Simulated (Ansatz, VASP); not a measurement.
Ge in VASP and in Ansatz

```
Ge
1.0
     0.00000    2.94192    3.05507
     2.94192    0.00000    3.05507
     2.94192    2.94192    0.00000
Ge
2
Direct
  0.50000 0.50000 0.50000
  0.75000 0.75000 0.75000
```

Change from the starting cell: strain +0.040 along x and y, +0.080 along z, atoms carried along.

Alike in both runs: task single point; functional PBE; k mesh 14 × 14 × 14; occupations gaussian, width 0.15 eV; no spin polarisation.

```csv
,VASP,Ansatz
version,VASP 6.6.1,Ansatz 0.2.0
potentials or method,"VASP PAW PBE potentials, release 64 (Ge_d), cutoff 500 eV","scalar-relativistic, plane waves, PAW"
valence electrons in the cell,28,28
```

|  | VASP | Ansatz | Ansatz less VASP |
| --- | --- | --- | --- |
| gap on the k mesh at the Fermi level (eV) | none | none | - |
| pressure (GPa) | -4.7 | -4.6 | +0.10 |
| traceless stress, the component that is largest in VASP (GPa) | -1.53 | -1.53 | +0.003 |

A gap of «none» marks a metal or a gap that the smearing closes. The functional is the same, so the differences come from potentials, cutoffs and numerics.
